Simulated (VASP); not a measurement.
# Pd (I4/mmm) in VASP: further runs, part 2 of 2

VASP 6.6.1. Earlier steps stand in the parts before.

## (4) Single point, LDA (equal xx and yy strain of +3 %)

INCAR

```
PREC = Accurate
ENCUT = 520
EDIFF = 1E-7
ISMEAR = -1
SIGMA = 0.05
LREAL = False
LASPH = True
NELM = 60
ALGO = Normal
ISIF = 2
LWAVE = False
LCHARG = False
NBANDS = 11
```

KPOINTS

```
regular mesh
0
Gamma
  18 18 18
```

POSCAR

```
Pd
1.0
    0.0000000000      2.0032470000      1.9449000000
    2.0032470000      0.0000000000      1.9449000000
    2.0032470000      2.0032470000      0.0000000000
Pd
1
Direct
    0.0000000000      0.0000000000      0.0000000000
```

Potentials or basis: VASP PAW LDA potentials, release 64 (Pd).

Run with:

```sh
cat potpaw_LDA.64/Pd/POTCAR > POTCAR
mpirun -np 1 vasp_std > vasp.out
```

OUTCAR:

```text
PREC = Accurate
   ENCUT = 520
   EDIFF = 1E-7
   ISMEAR = -1
   LREAL = False
   LASPH = True
   NELM = 60
   ISIF = 2

 ion  position               nearest neighbor table
   1  0.000  0.000  0.000-

  LATTYP: Found a body centered tetragonal cell.
 ALAT       =     2.8330190762
 C/A-ratio  =     1.3730228761

  Lattice vectors:

 A1 = (   0.0000000000,  -2.0032470000,  -1.9449000000)
 A2 = (   0.0000000000,   2.0032470000,  -1.9449000000)
 A3 = (   2.0032470000,   0.0000000000,   1.9449000000)

Analysis of symmetry for initial positions (statically):
=====================================================================
 Subroutine PRICEL returns:
 Original cell was already a primitive cell.

 Routine SETGRP: Setting up the symmetry group for a
 body centered tetragonal supercell.

 Subroutine GETGRP returns: Found 16 space group operations
 (whereof 16 operations were pure point group operations)
 out of a pool of 16 trial point group operations.

The static configuration has the point symmetry D_4h.

Analysis of symmetry for dynamics (positions and initial velocities):
=====================================================================
 Subroutine PRICEL returns:
 Original cell was already a primitive cell.

 Routine SETGRP: Setting up the symmetry group for a
 body centered tetragonal supercell.

 Subroutine GETGRP returns: Found 16 space group operations
 (whereof 16 operations were pure point group operations)
 out of a pool of 16 trial point group operations.

The dynamic configuration has the point symmetry D_4h.

 Subroutine INISYM returns: Found 16 space group operations
 (whereof 16 operations are pure point group operations),
 and found     1 'primitive' translations

----------------------------------------------------------------------------------------

                                     Primitive cell

  volume of cell :      15.6098

  direct lattice vectors                    reciprocal lattice vectors
     0.000000000  2.003247000  1.944900000    -0.249594783  0.249594783  0.257082626
     2.003247000  0.000000000  1.944900000     0.249594783 -0.249594783  0.257082626
     2.003247000  2.003247000  0.000000000     0.249594783  0.249594783 -0.257082626

  length of vectors
     2.792066359  2.792066359  2.833019076     0.436676755  0.436676755  0.436676755

  position of ions in fractional coordinates (direct lattice)
     0.000000000  0.000000000  0.000000000

  ion indices of the primitive-cell ions
   primitive index   ion index
                 1           1

----------------------------------------------------------------------------------------

 KPOINTS: regular mesh

Automatic generation of k-mesh.
 Grid dimensions read from file:
 generate k-points for:   18   18   18

 Generating k-lattice:

  Cartesian coordinates                     Fractional coordinates (reciprocal lattice)
    -0.013866377  0.013866377  0.014282368     0.055555556  0.000000000  0.000000000
     0.013866377 -0.013866377  0.014282368     0.000000000  0.055555556  0.000000000
     0.013866377  0.013866377 -0.014282368    -0.000000000 -0.000000000  0.055555556

  Length of vectors
     0.024259820  0.024259820  0.024259820

  Shift w.r.t. Gamma in fractional coordinates (k-lattice)
     0.000000000  0.000000000  0.000000000

 Subroutine IBZKPT returns following result:
 ===========================================

 Found    480 irreducible k-points:

 Following reciprocal coordinates:
            Coordinates               Weight
  0.000000  0.000000  0.000000      1.000000
  0.055556 -0.000000  0.000000      8.000000
  0.111111 -0.000000  0.000000      8.000000
  0.166667  0.000000  0.000000      8.000000
  0.222222  0.000000  0.000000      8.000000
  0.277778  0.000000  0.000000      8.000000
[... 16 lines left out ...]
 -0.277778  0.055556  0.000000      8.000000
 -0.222222  0.055556  0.000000      8.000000
 [... further k-points ...]
   k-points           NKPTS =    480   k-points in BZ     NKDIM =    480   number of bands    NBANDS=     11
   number of dos      NEDOS =    301   number of ions     NIONS =      1
   total plane-waves  NPLWV =  13824
   dimension x,y,z NGX =    24 NGY =   24 NGZ =   24
   dimension x,y,z NGXF=    48 NGYF=   48 NGZF=   48
   ions per type =               1
   NGX,Y,Z   is equivalent  to a cutoff of  14.29, 14.29, 14.08 a.u.
   NGXF,Y,Z  is equivalent  to a cutoff of  28.58, 28.58, 28.17 a.u.
 SYSTEM =  unknown system
   PREC   = accura    normal or accurate (medium, high low for compatibility)
   ISTART =      0    job   : 0-new  1-cont  2-samecut
   ICHARG =      2    charge: 1-file 2-atom 10-const
   ISPIN  =      1    spin polarized calculation?
   LNONCOLLINEAR =      F non collinear calculations
   LSORBIT =      F    spin-orbit coupling
   LASPH  =      T    aspherical Exc in radial PAW
   ENCUT  =  520.0 eV  38.22 Ry    6.18 a.u.   5.19  5.19  5.27*2*pi/ulx,y,z
   NELM   =     60;   NELMIN=  2; NELMDL= -5     # of ELM steps
   EDIFF  = 0.1E-06   stopping-criterion for ELM
   LREAL  =      F    real-space projection
   EDIFFG = 0.1E-05   stopping-criterion for IOM
   NSW    =      0    number of steps for IOM
   IBRION =     -1    ionic relax: 0-MD 1-quasi-New 2-CG
   NFREE  =      0    steps in history (QN), initial steepest desc. (CG)
   ISIF   =      2    stress and relaxation
   ISYM   =      2    0-nonsym 1-usesym 2-fastsym
   POTIM  = 0.5000    time-step for ionic-motion
   TEBEG  =    0.0;   TEEND  =   0.0 temperature during run
   PSTRESS=    0.0 pullay stress
   NELECT =      10.0000    total number of electrons
   NUPDOWN=      -1.0000    fix difference up-down
   EMIN   =  10.00;   EMAX   =-10.00  energy-range for DOS
   EFERMI =   0.00;   METHOD = LEGACY
   ISMEAR =    -1;   SIGMA  =   0.05  broadening in eV -4-tet -1-fermi 0-gaus
   EFERMI_NEDOS =   21; number of points for ismear=-14 and -15
   IALGO  =     38    algorithm
   IMIX   =      4    mixing-type and parameters
     AMIX     =   0.40;   BMIX     =  1.00
     AMIX_MAG =   1.60;   BMIX_MAG =  1.00
  volume/ion in A,a.u.               =      15.61       105.34
  Fermi-wavevector in a.u.,A,eV,Ry     =   1.411268  2.666909 27.098405  1.991677
  Thomas-Fermi vector in A             =   2.533137
   LORBIT       =      0    0 simple, 1 ext, 2 COOP (PROOUT), +10 PAW based schemes
   GGA     = CA    functional components
   LHFCALC =     F    Hartree Fock is set to
   AEXX    =    0.0000 exact exchange contribution
   IVDW    =     0    specifies the selected vdW correction
   LEPSILON=     F    determine dielectric tensor
   LRPA    =     F    only Hartree local field effects (RPA)
 non-spin polarized calculation
  energy-cutoff  :      520.00
  volume of cell :       15.61
 maximum number of plane-waves:       436
 NGX is ok and might be reduce to    24
   NGX = 11   NGY = 11   NGZ = 11

 number of electron      10.0000000 magnetization

 Free energy of the ion-electron system (eV)
  ---------------------------------------------------
  ext. energy  EPLUGINS =         0.00000000
  ---------------------------------------------------
  free energy    TOTEN  =        -6.42185885 eV

  energy without entropy =       -6.40234504  energy(sigma->0) =       -6.41210194

 E-fermi :   8.6499     XC(G=0): -13.1738

 val. band max:        8.6497256044   @ k =  -0.4444   0.3889   0.1111
 cond. band min:       8.6505705008   @ k =  -0.2222   0.3889   0.2222
 fundamental gap:      0.0008448965
 Fermi energy:         8.6499182622

 k-point     1 :       0.0000    0.0000    0.0000
  band No.  band energies     occupation
      1       1.8451      2.00000
      2       5.9459      2.00000
      3       5.9459      2.00000
      4       6.2018      2.00000
      5       7.3937      2.00000
      6       7.6566      2.00000
      7      25.7624      0.00000
      8      29.9357      0.00000
      9      29.9357      0.00000
     10      30.5576      0.00000
     11      34.6021      0.00000
[... 309 lines left out ...]
 k-point    24 :      -0.2222    0.0556    0.0000
  band No.  band energies     occupation
      1       3.4958      2.00000
      2       5.8102      2.00000
      3       6.2620      2.00000
      4       6.4471      2.00000
      5       7.3709      2.00000
      6       7.9384      2.00000
      7      23.1016      0.00000
      8      26.7285      0.00000
      9      30.1452      0.00000
     10      32.5033      0.00000
     11      32.6276      0.00000

 [... further k-points ...]

------------------------ aborting loop because EDIFF is reached ----------------------------------------

  FORCE on cell =-STRESS in cart. coord.  units (eV):
  Direction    XX          YY          ZZ          XY          YZ          ZX
  --------------------------------------------------------------------------------------
  -------------------------------------------------------------------------------------
  Total       -1.6825379     -1.6825379     -1.5635425      0.0000000      0.0000000      0.0000000
  in kB     -172.6947576   -172.6947576   -160.4811346      0.0000000      0.0000000      0.0000000
  external PRESSURE =    -168.6235500 kB  Pullay stress =       0.0000000 kB

 VOLUME and BASIS-vectors are now :
 -----------------------------------------------------------------------------
  energy-cutoff  :      520.00
  volume of cell :       15.61
      direct lattice vectors                 reciprocal lattice vectors
     0.000000000  2.003247000  1.944900000    -0.249594783  0.249594783  0.257082626
     2.003247000  0.000000000  1.944900000     0.249594783 -0.249594783  0.257082626
     2.003247000  2.003247000  0.000000000     0.249594783  0.249594783 -0.257082626

 POSITION                                       TOTAL-FORCE (eV/Angst)
 -----------------------------------------------------------------------------------
      0.00000      0.00000      0.00000        -0.000000      0.000000      0.000000
 -----------------------------------------------------------------------------------
    total drift:                               -0.000000      0.000000      0.000000

  FREE ENERGIE OF THE ION-ELECTRON SYSTEM (eV)
  ---------------------------------------------------
  free  energy   TOTEN  =        -6.4218588459 eV

  energy  without entropy=       -6.4023450392  energy(sigma->0) =       -6.41210194
```

Wall time 76 s (1 thread of Intel Xeon 8259CL, shared host); peak memory 0.2 GiB.

What came out:

```
Free energy            : -6.4219 eV
Pressure               : -16.9 GPa
Band gap on the k mesh : zero (bands 5 and 6 overlap by 1.49 eV)
```

Levels at points of the mesh, in eV from the Fermi level:
```csv
k point,band 1,band 2,band 3,band 4,band 5,band 6,band 7,band 8,band 9,band 10
"(0.00, 0.00, 0.00)",-6.80,-2.70,-2.70,-2.45,-1.26,-0.99,17.11,21.29,21.29,21.91
"(0.50, 0.00, 0.00)",-4.93,-2.77,-2.53,-0.08,0.03,1.07,6.81,16.42,20.04,20.72
"(0.50, 0.50, 0.00)",-4.96,-4.70,-0.04,0.26,0.26,3.63,10.66,12.40,12.40,20.37
"(0.50, 0.00, 0.50)",-4.96,-4.71,-0.04,0.17,0.34,3.08,9.88,12.88,13.01,20.89
```

Caveat: the cell differs from its parent crystal (equal xx and yy strain of +3 %); the cell stands under tension.

## (5) Summary

```tsv
cell	gap on the mesh (eV)	pressure (GPa)
a = 2.792, b = 2.792, c = 2.751 Å, angles 60.5, 60.5, 59.0°, 1 atom	none	-12.7
a = 2.778, b = 2.778, c = 2.806 Å, angles 59.7, 59.7, 60.7°, 1 atom	none	-14.2
a = 2.792, b = 2.792, c = 2.833 Å, angles 59.5, 59.5, 61.0°, 1 atom	none	-16.9
```

Alike in all rows: task single point; level LDA; potentials or basis VASP PAW LDA potentials, release 64 (Pd); no spin polarisation; k mesh 18 × 18 × 18; cutoff (eV) 520; smearing fermi-dirac 0.05 eV.

Caveats: the cell stands under tension.

Total energies depend on the potentials used, so only differences within one code and one set of settings carry meaning.
